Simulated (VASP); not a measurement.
# NaSnS3 (R-3c) in VASP: notebook

NaSnS3 is run at these levels: PBE; tasks: single point, relaxation of cell and atoms.

Program: VASP 6.6.1. These are calculated values, not measurements. Logs are shortened: lines on timing, memory, paths and dates and some standing lists are left out, and cuts for length are marked.

## 1. The cell of the first run

Symmetry: R-3c, No. 167, trigonal system. Conventional cell: a = 7.225 Å, b = 7.225 Å, c = 15.271 Å, α = 90.00°, β = 90.00°, γ = 120.00°. Na (site symmetry 32) has 9 S at 2.79 to 3.39 Å and 2 Sn at 3.82 Å within 3.9 Å. Sn (site symmetry -3) has 6 S at 2.58 Å within 3.4 Å. S (site symmetry 2) has 2 Sn at 2.58 Å and 3 Na at 2.79 to 3.39 Å and 4 S at 3.39 Å within 3.4 Å.

## 2. Single point, PBE

The input, INCAR:

```
PREC = Accurate
ENCUT = 520
EDIFF = 1E-6
ISMEAR = 0
SIGMA = 0.1
LREAL = F
LASPH = T
NELM = 60
ALGO = Normal
ISIF = 2
LWAVE = F
LCHARG = F
GGA = PE
NBANDS = 50
```

The input, KPOINTS:

```
regular mesh
0
Gamma
  3 3 3
```

The input, POSCAR:

```
NaSnS3
1.0
    3.6124138539      2.0856281110      5.0903831814
   -3.6124138539      2.0856281110      5.0903831814
    0.0000000000     -4.1712562220      5.0903831814
Na Sn S
2 2 6
Direct
    0.7500000000      0.7500000000      0.7500000000
    0.2500000000      0.2500000000      0.2500000000
    0.5000000000      0.5000000000      0.5000000000
    0.0000000000      0.0000000000      0.0000000000
    0.1360349358      0.3639650642      0.7500000000
    0.3639650642      0.7500000000      0.1360349358
    0.8639650642      0.6360349358      0.2500000000
    0.2500000000      0.8639650642      0.6360349358
    0.6360349358      0.2500000000      0.8639650642
    0.7500000000      0.1360349358      0.3639650642
```

Potentials or basis: VASP PAW PBE potentials, release 64 (Na_pv, Sn_d, S).

Launch:

```sh
$ cat potpaw_PBE.64/Na_pv/POTCAR potpaw_PBE.64/Sn_d/POTCAR potpaw_PBE.64/S/POTCAR > POTCAR
$ mpirun -np 1 vasp_std > vasp.out
```

OUTCAR:

```text
PREC = Accurate
   ENCUT = 520
   EDIFF = 1E-6
   ISMEAR = 0
   LREAL = F
   LASPH = T
   NELM = 60
   ISIF = 2
   GGA = PE

 ion  position               nearest neighbor table
   1  0.750  0.750  0.750-   5 2.79   6 2.79  10 2.79
   2  0.250  0.250  0.250-   7 2.79   8 2.79   9 2.79
   3  0.500  0.500  0.500-   8 2.58  10 2.58   9 2.58   6 2.58   7 2.58   5 2.58
   4  0.000  0.000  0.000-   6 2.58   9 2.58   8 2.58  10 2.58   7 2.58   5 2.58
   5  0.136  0.364  0.750-   3 2.58   4 2.58   1 2.79
   6  0.364  0.750  0.136-   4 2.58   3 2.58   1 2.79
   7  0.864  0.636  0.250-   3 2.58   4 2.58   2 2.79
   8  0.250  0.864  0.636-   3 2.58   4 2.58   2 2.79
   9  0.636  0.250  0.864-   4 2.58   3 2.58   2 2.79
  10  0.750  0.136  0.364-   3 2.58   4 2.58   1 2.79

  LATTYP: Found a trigonal (rhomboedric) cell.
 ALAT       =     6.5811381541
 COS(alpha) =     0.3974085318

  Lattice vectors:

 A1 = (   3.6124138539,   2.0856281110,   5.0903831814)
 A2 = (  -3.6124138539,   2.0856281110,   5.0903831814)
 A3 = (   0.0000000000,  -4.1712562220,   5.0903831814)

Analysis of symmetry for initial positions (statically):
=====================================================================
 Subroutine PRICEL returns:
 Original cell was already a primitive cell.

 Routine SETGRP: Setting up the symmetry group for a
 trigonal (rhombohedral) supercell.

 Subroutine GETGRP returns: Found 12 space group operations
 (whereof  6 operations were pure point group operations)
 out of a pool of 12 trial point group operations.

The static configuration has the point symmetry S_6 .
 The point group associated with its full space group is D_3d.

Analysis of symmetry for dynamics (positions and initial velocities):
=====================================================================
 Subroutine PRICEL returns:
 Original cell was already a primitive cell.

 Routine SETGRP: Setting up the symmetry group for a
 trigonal (rhombohedral) supercell.

 Subroutine GETGRP returns: Found 12 space group operations
 (whereof  6 operations were pure point group operations)
 out of a pool of 12 trial point group operations.

The dynamic configuration has the point symmetry S_6 .
 The point group associated with its full space group is D_3d.

 Subroutine INISYM returns: Found 12 space group operations
 (whereof  6 operations are pure point group operations),
 and found     1 'primitive' translations

----------------------------------------------------------------------------------------

                                     Primitive cell

  volume of cell :     230.1103

  direct lattice vectors                    reciprocal lattice vectors
     3.612413854  2.085628111  5.090383181     0.138411605  0.079911977  0.065482955
    -3.612413854  2.085628111  5.090383181    -0.138411605  0.079911977  0.065482955
     0.000000000 -4.171256222  5.090383181     0.000000000 -0.159823955  0.065482955

  length of vectors
     6.581138154  6.581138154  6.581138154     0.172718598  0.172718598  0.172718598

  position of ions in fractional coordinates (direct lattice)
     0.750000000  0.750000000  0.750000000
     0.250000000  0.250000000  0.250000000
     0.500000000  0.500000000  0.500000000
     0.000000000  0.000000000  0.000000000
     0.136034936  0.363965064  0.750000000
     0.363965064  0.750000000  0.136034936
     0.863965064  0.636034936  0.250000000
     0.250000000  0.863965064  0.636034936
     0.636034936  0.250000000  0.863965064
     0.750000000  0.136034936  0.363965064

  ion indices of the primitive-cell ions
   primitive index   ion index
                 1           1
                 2           2
                 3           3
                 4           4
                 5           5
                 6           6
                 7           7
                 8           8
                 9           9
                10          10

----------------------------------------------------------------------------------------

 KPOINTS: regular mesh

Automatic generation of k-mesh.
 Grid dimensions read from file:
 generate k-points for:    3    3    3

 Generating k-lattice:

  Cartesian coordinates                     Fractional coordinates (reciprocal lattice)
     0.046137202  0.026637326  0.021827652     0.333333333  0.000000000  0.000000000
    -0.046137202  0.026637326  0.021827652     0.000000000  0.333333333  0.000000000
     0.000000000 -0.053274652  0.021827652     0.000000000  0.000000000  0.333333333

  Length of vectors
     0.057572866  0.057572866  0.057572866

  Shift w.r.t. Gamma in fractional coordinates (k-lattice)
     0.000000000  0.000000000  0.000000000

 Subroutine IBZKPT returns following result:
 ===========================================

 Found      6 irreducible k-points:

 Following reciprocal coordinates:
            Coordinates               Weight
  0.000000  0.000000  0.000000      1.000000
  0.333333  0.000000  0.000000      6.000000
  0.333333  0.333333  0.000000      6.000000
 -0.333333  0.333333  0.000000      6.000000
  0.333333  0.333333  0.333333      2.000000
 -0.333333  0.333333  0.333333      6.000000
   k-points           NKPTS =      6   k-points in BZ     NKDIM =      6   number of bands    NBANDS=     50
   number of dos      NEDOS =    301   number of ions     NIONS =     10
   total plane-waves  NPLWV = 125000
   dimension x,y,z NGX =    50 NGY =   50 NGZ =   50
   dimension x,y,z NGXF=   100 NGYF=  100 NGZF=  100
   ions per type =               2   2   6
   NGX,Y,Z   is equivalent  to a cutoff of  12.63, 12.63, 12.63 a.u.
   NGXF,Y,Z  is equivalent  to a cutoff of  25.26, 25.26, 25.26 a.u.
 SYSTEM =  unknown system
   PREC   = accura    normal or accurate (medium, high low for compatibility)
   ISTART =      0    job   : 0-new  1-cont  2-samecut
   ICHARG =      2    charge: 1-file 2-atom 10-const
   ISPIN  =      1    spin polarized calculation?
   LNONCOLLINEAR =      F non collinear calculations
   LSORBIT =      F    spin-orbit coupling
   LASPH  =      T    aspherical Exc in radial PAW
   ENCUT  =  520.0 eV  38.22 Ry    6.18 a.u.  12.24 12.24 12.24*2*pi/ulx,y,z
   NELM   =     60;   NELMIN=  2; NELMDL= -5     # of ELM steps
   EDIFF  = 0.1E-05   stopping-criterion for ELM
   LREAL  =      F    real-space projection
   EDIFFG = 0.1E-04   stopping-criterion for IOM
   NSW    =      0    number of steps for IOM
   IBRION =     -1    ionic relax: 0-MD 1-quasi-New 2-CG
   NFREE  =      0    steps in history (QN), initial steepest desc. (CG)
   ISIF   =      2    stress and relaxation
   ISYM   =      2    0-nonsym 1-usesym 2-fastsym
   POTIM  = 0.5000    time-step for ionic-motion
   TEBEG  =    0.0;   TEEND  =   0.0 temperature during run
   PSTRESS=    0.0 pullay stress
   NELECT =      78.0000    total number of electrons
   NUPDOWN=      -1.0000    fix difference up-down
   EMIN   =  10.00;   EMAX   =-10.00  energy-range for DOS
   EFERMI =   0.00;   METHOD = LEGACY
   ISMEAR =     0;   SIGMA  =   0.10  broadening in eV -4-tet -1-fermi 0-gaus
   EFERMI_NEDOS =   21; number of points for ismear=-14 and -15
   IALGO  =     38    algorithm
   IMIX   =      4    mixing-type and parameters
     AMIX     =   0.40;   BMIX     =  1.00
     AMIX_MAG =   1.60;   BMIX_MAG =  1.00
  volume/ion in A,a.u.               =      23.01       155.29
  Fermi-wavevector in a.u.,A,eV,Ry     =   1.141461  2.157048 17.727476  1.302933
  Thomas-Fermi vector in A             =   2.278161
   LORBIT       =      0    0 simple, 1 ext, 2 COOP (PROOUT), +10 PAW based schemes
   GGA     = PE    functional components
   LHFCALC =     F    Hartree Fock is set to
   AEXX    =    0.0000 exact exchange contribution
   IVDW    =     0    specifies the selected vdW correction
   LEPSILON=     F    determine dielectric tensor
   LRPA    =     F    only Hartree local field effects (RPA)
 non-spin polarized calculation
 Gauss-broadening in eV      SIGMA  =   0.10
  energy-cutoff  :      520.00
  volume of cell :      230.11
 maximum number of plane-waves:      6223
 NGX is ok and might be reduce to    50
   NGX = 25   NGY = 25   NGZ = 25

 number of electron      77.9999994 magnetization

 Free energy of the ion-electron system (eV)
  ---------------------------------------------------
  ext. energy  EPLUGINS =         0.00000000
  ---------------------------------------------------
  free energy    TOTEN  =       -37.99181127 eV

  energy without entropy =      -37.96747038  energy(sigma->0) =      -37.97964082

 E-fermi :   3.2045     XC(G=0):  -9.0945

 val. band max:        3.1396406307   @ k =   0.3333   0.0000   0.0000
 cond. band min:       3.2657274837   @ k =  -0.3333   0.3333   0.0000
 fundamental gap:      0.1260868530
 Fermi energy:         3.2044746112

 k-point     1 :       0.0000    0.0000    0.0000
  band No.  band energies     occupation
      1     -19.2841      2.00000
      2     -19.2832      2.00000
      3     -19.2571      2.00000
      4     -19.2571      2.00000
      5     -19.2556      2.00000
      6     -19.2556      2.00000
[... 42 lines left out ...]
     49      10.7302      0.00000
     50      10.7302      0.00000

 k-point     2 :       0.3333    0.0000    0.0000
  band No.  band energies     occupation
      1     -19.2839      2.00000
      2     -19.2835      2.00000
      3     -19.2568      2.00000
      4     -19.2567      2.00000
      5     -19.2561      2.00000
      6     -19.2560      2.00000
[... 42 lines left out ...]
     49       9.7346      0.00000
     50       9.9953      0.00000

 k-point     3 :       0.3333    0.3333    0.0000
  band No.  band energies     occupation
      1     -19.2839      2.00000
      2     -19.2836      2.00000
      3     -19.2573      2.00000
      4     -19.2566      2.00000
      5     -19.2562      2.00000
      6     -19.2555      2.00000
[... 42 lines left out ...]
     49       9.9408      0.00000
     50      10.5456      0.00000

 k-point     4 :      -0.3333    0.3333    0.0000
  band No.  band energies     occupation
      1     -19.2838      2.00000
      2     -19.2837      2.00000
      3     -19.2570      2.00000
      4     -19.2570      2.00000
      5     -19.2559      2.00000
      6     -19.2558      2.00000
[... 42 lines left out ...]
     49      10.0762      0.00000
     50      10.1248      0.00000

 k-point     5 :       0.3333    0.3333    0.3333
  band No.  band energies     occupation
      1     -19.2839      2.00000
      2     -19.2836      2.00000
      3     -19.2568      2.00000
      4     -19.2568      2.00000
      5     -19.2560      2.00000
      6     -19.2560      2.00000
[... 42 lines left out ...]
     49       9.7784      0.00000
     50      10.3420      0.00000

 k-point     6 :      -0.3333    0.3333    0.3333
  band No.  band energies     occupation
      1     -19.2838      2.00000
      2     -19.2838      2.00000
      3     -19.2570      2.00000
      4     -19.2569      2.00000
      5     -19.2559      2.00000
      6     -19.2558      2.00000
[... 42 lines left out ...]
     49       9.7271      0.00000
     50       9.9898      0.00000

------------------------ aborting loop because EDIFF is reached ----------------------------------------

  FORCE on cell =-STRESS in cart. coord.  units (eV):
  Direction    XX          YY          ZZ          XY          YZ          ZX
  --------------------------------------------------------------------------------------
  -------------------------------------------------------------------------------------
  Total        0.0724527      0.0724527      0.0952545      0.0000000      0.0000000      0.0000000
  in kB        0.5044625      0.5044625      0.6632234      0.0000000      0.0000000      0.0000000
  external PRESSURE =       0.5573828 kB  Pullay stress =       0.0000000 kB

 VOLUME and BASIS-vectors are now :
 -----------------------------------------------------------------------------
  energy-cutoff  :      520.00
  volume of cell :      230.11
      direct lattice vectors                 reciprocal lattice vectors
     3.612413854  2.085628111  5.090383181     0.138411605  0.079911977  0.065482955
    -3.612413854  2.085628111  5.090383181    -0.138411605  0.079911977  0.065482955
     0.000000000 -4.171256222  5.090383181     0.000000000 -0.159823955  0.065482955

 POSITION                                       TOTAL-FORCE (eV/Angst)
 -----------------------------------------------------------------------------------
      0.00000      0.00000     11.45336        -0.000000     -0.000000     -0.000000
      0.00000      0.00000      3.81779        -0.000000     -0.000000     -0.000000
      0.00000      0.00000      7.63557        -0.000000     -0.000000     -0.000000
      0.00000      0.00000      0.00000        -0.000000     -0.000000     -0.000000
     -0.82338     -2.08563      6.36298         0.001193     -0.000000      0.000000
     -1.39452      1.75588      6.36298        -0.000596     -0.001033     -0.000000
      0.82338      2.08563      8.90817        -0.001193     -0.000000      0.000000
     -2.21790     -0.32975      8.90817         0.000596     -0.001033     -0.000000
      1.39452     -1.75588      8.90817         0.000596      0.001033     -0.000000
      2.21790      0.32975      6.36298        -0.000596      0.001033     -0.000000
 -----------------------------------------------------------------------------------
    total drift:                               -0.000000      0.000000     -0.000000

  FREE ENERGIE OF THE ION-ELECTRON SYSTEM (eV)
  ---------------------------------------------------
  free  energy   TOTEN  =       -37.9918112717 eV

  energy  without entropy=      -37.9674703777  energy(sigma->0) =      -37.97964082
```

It took 45 s on 1 thread of Intel Xeon 6975P-C (Granite Rapids), shared host; peak memory 0.36 GiB.

Results:

```yaml
Free_energy: -37.9918 eV
Pressure: 0.1 GPa
Band_gap_on_the_k_mesh: zero (bands 39 and 40 overlap by 0.55 eV)
```

Caveat: the k points lie up to 0.36 Å⁻¹ apart, too coarse for converged energies and pressures of a metal; spin-orbit coupling is left out, which moves the levels of the heavy elements.

## 3. Relaxation of cell and atoms, PBE

This run uses another cell than the first one, of 17.50 Å³/atom.

The input, INCAR:

```
SYSTEM = NaSnS3
PREC = Accurate ; ENCUT = 600
EDIFF = 1E-6 ; ISMEAR = 0
SIGMA = 0.1 ; LREAL = .False.
LASPH = .True. ; NELM = 100
ALGO = Normal ; ISIF = 3
LWAVE = .False. ; LCHARG = .False.
GGA = PE ; IBRION = 2
NSW = 90 ; EDIFFG = -0.04
```

The input, KPOINTS:

```
regular mesh
0
Gamma
  3 3 3
  0 0 0
```

The input, POSCAR:

```
NaSnS3
1.0
    3.1412700730      1.8136131222      5.1182385519
   -3.1412700730      1.8136131222      5.1182385519
    0.0000000000     -3.6272262446      5.1182385519
Na Sn S
2 2 6
Direct
    0.7500000000      0.7500000000      0.7500000000
    0.2500000000      0.2500000000      0.2500000000
    0.5000000000      0.5000000000      0.5000000000
    0.0000000000      0.0000000000      0.0000000000
    0.2250000000      0.2750000000      0.7500000000
    0.2750000000      0.7500000000      0.2250000000
    0.7750000000      0.7250000000      0.2500000000
    0.2500000000      0.7750000000      0.7250000000
    0.7250000000      0.2500000000      0.7750000000
    0.7500000000      0.2250000000      0.2750000000
```

Potentials or basis: VASP PAW PBE potentials, release 64 (Na_pv, Sn_d, S).

Launch:

```sh
$ cat potpaw_PBE.64/Na_pv/POTCAR potpaw_PBE.64/Sn_d/POTCAR potpaw_PBE.64/S/POTCAR > POTCAR
$ mpirun -np 1 vasp_std > vasp.out
```

Wall time 10 min (1 thread of Intel Xeon 6975P-C (Granite Rapids), shared host); peak memory 0.39 GiB.

Results (log left out):

| Item | Value |
| --- | --- |
| Free energy | -37.9751 eV |
| Relaxed volume | 23.19 Å³/atom |
| Relaxed cell | a = 6.613 Å, b = 6.613 Å, c = 6.613 Å, α = 66.20°, β = 66.20°, γ = 66.20° |
| Space group after relaxing (to 0.1 Å) | R-3c (No. 167) |
| Energy gained by relaxing | 937.2 meV/atom |
| Ionic steps | 19 |
| Pressure after relaxing | -0.1 GPa |
| Largest force after relaxing | 0.032 eV/Å |
| Band gap on the k mesh | zero (bands 39 and 40 overlap by 0.54 eV) |

Forces in eV/Å, atoms in the order of the input:
```
Na   0.000  0.000  0.000
Na   0.000  0.000  0.000
Sn   0.000  0.000  0.000
Sn   0.000  0.000  0.000
S   -0.032  0.000  0.000
S    0.016  0.028  0.000
S    0.032  0.000  0.000
S   -0.016  0.028  0.000
S   -0.016 -0.028  0.000
S    0.016 -0.028  0.000
```

Stress tensor (GPa, compression positive):
```
-0.07  0.00  0.00
 0.00 -0.07  0.00
 0.00  0.00 -0.24
```

Step by step:
```csv
step,energy change (eV),largest force (eV/Å),pressure (GPa),volume (Å³)
1,0.0000,1.0539,44.35,174.95
2,-6.3806,0.0981,-6.17,328.45
3,-8.1018,0.3384,0.25,256.18
4,-8.1034,0.3239,-0.25,258.95
5,-8.1333,0.3359,-0.27,258.61
6,-8.2287,0.3617,-0.32,257.59
7,-8.4341,0.3795,-0.50,255.55
8,-8.8347,0.3204,-1.01,251.46
9,-9.1438,0.3571,-2.31,243.22
10,-9.1774,0.0889,-1.81,246.86
11,-9.2111,0.0460,-2.03,245.55
12,-9.2587,0.0825,-1.50,241.41
13,-9.2931,0.1499,-0.64,235.41
14,-9.2945,0.1683,-0.41,234.00
15,-9.3105,0.1411,-0.32,233.51
16,-9.3468,0.0621,-0.04,232.02
17,-9.3650,0.0869,0.64,228.93
18,-9.3674,0.0505,0.46,229.72
19,-9.3725,0.0320,-0.13,231.87
```

Final structure:
```
CELL_PARAMETERS angstrom
3.61125 2.08496 5.13259
-3.61125 2.08496 5.13259
0.00000 -4.16991 5.13259
ATOMIC_POSITIONS crystal
Na 0.75000 0.75000 0.75000
Na 0.25000 0.25000 0.25000
Sn 0.50000 0.50000 0.50000
Sn 0.00000 0.00000 0.00000
S 0.13797 0.36203 0.75000
S 0.36203 0.75000 0.13797
S 0.86203 0.63797 0.25000
S 0.25000 0.86203 0.63797
S 0.63797 0.25000 0.86203
S 0.75000 0.13797 0.36203
```

Levels at points of the mesh, in eV from the Fermi level:
| k point | band 35 | band 36 | band 37 | band 38 | band 39 | band 40 | band 41 | band 42 | band 43 | band 44 |
| --- | --- | --- | --- | --- | --- | --- | --- | --- | --- | --- |
| (0.00, 0.00, 0.00) | -0.74 | -0.17 | -0.17 | 0.18 | 0.18 | 0.39 | 0.94 | 3.23 | 4.01 | 4.01 |

Caveat: the k points lie up to 0.36 Å⁻¹ apart in the final cell, too coarse for converged energies and pressures of a metal; the volume moved by over 15 % at a fixed basis, so the end points are rough; spin-orbit coupling is left out, which moves the levels of the heavy elements.

[end of part 1 of 2]

The gap in the log of VASP goes by the Fermi energy; the results here count the filled bands.